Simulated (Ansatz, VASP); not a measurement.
# One calculation of VCrC2, two programs

The input INCAR:

```
ALGO = Normal
EDIFF = 1E-6
ENCUT = 520
GGA = PE
ISIF = 2
ISMEAR = 0
ISPIN = 2
LASPH = True
LCHARG = False
LMAXMIX = 4
LORBIT = 11
LREAL = False
LWAVE = False
MAGMOM = 2 3 0 0
NBANDS = 28
NELM = 150
PREC = Accurate
SIGMA = 0.1
```

KPOINTS

```
k-points
0
Gamma
  6 6 6
```

The input POSCAR:

```
VCrC2
1.0
    1.4606320425      0.8432963029      4.7393853233
   -1.4606320425      0.8432963029      4.7393853233
    0.0000000000     -1.6865926058      4.7393853233
V Cr C
1 1 2
Direct
    0.0000000000      0.0000000000      0.0000000000
    0.5000000000      0.5000000000      0.5000000000
    0.7512410000      0.7512410000      0.7512410000
    0.2487590000      0.2487590000      0.2487590000
```

Input for Ansatz:

```yaml
crystal:
  lattice:
    - [1.4606320425, 0.8432963029, 4.7393853233]
    - [-1.4606320425, 0.8432963029, 4.7393853233]
    - [0.0, -1.6865926058, 4.7393853233]
  atoms:
    - { symbol: V, position: [0.0, 0.0, 0.0], spin: 2.0 }
    - { symbol: Cr, position: [0.5, 0.5, 0.5], spin: 3.0 }
    - { symbol: C, position: [0.751241, 0.751241, 0.751241] }
    - { symbol: C, position: [0.248759, 0.248759, 0.248759] }
basis:
  ecutwfc: 420
kpoints:
  mp_grid: { grid: [6, 6, 6] }
hamiltonian:
  xc: pbe
scf:
  occupations: { method: gaussian, width: 0.1 }
  lower_state_search: "off"
output:
  forces: true
  stress: true
  eigenvalues: true
  populations: true
magnetization:
  spin_polarized: true
```

Alike in both runs: task single point; functional PBE; k mesh 6 × 6 × 6; occupations gaussian, width 0.1 eV; collinear spin.

|  | VASP | Ansatz |
| --- | --- | --- |
| version | VASP 6.6.1 | Ansatz 0.2.0 |
| potentials or method | VASP PAW PBE potentials, release 64 (V_sv, Cr_pv, C), cutoff 520 eV | scalar-relativistic, plane waves, PAW |
| valence electrons in the cell | 33 | 35 |

|  | VASP | Ansatz | Ansatz less VASP |
| --- | --- | --- | --- |
| gap on the k mesh at the Fermi level (eV) | none | none | - |
| pressure (GPa) | -1.2 | -1.6 | -0.38 |
| traceless stress, the component that is largest in VASP (GPa) | -0.73 | -0.63 | +0.097 |
| rms of the force components (eV/Å) | 0.027 | 0.024 | -0.0029 |
| net moment per atom (μB) | 0.17 | 0.16 | -0.001 |
| size of the moment on the site where the two differ most (μB) | 0.78 | 0.68 | -0.104 |

Site moments also hang on the region over which each program counts them. Atom by atom the forces differ by 0.003 eV/Å (rms over components). A gap of «none» marks a metal or a gap that the smearing closes. VASP's potentials hold 33 valence electrons a cell and Ansatz's 35, so a difference there can come from the potentials and not from the codes.

The k mesh is coarse, so the values compare programs but aren't converged.
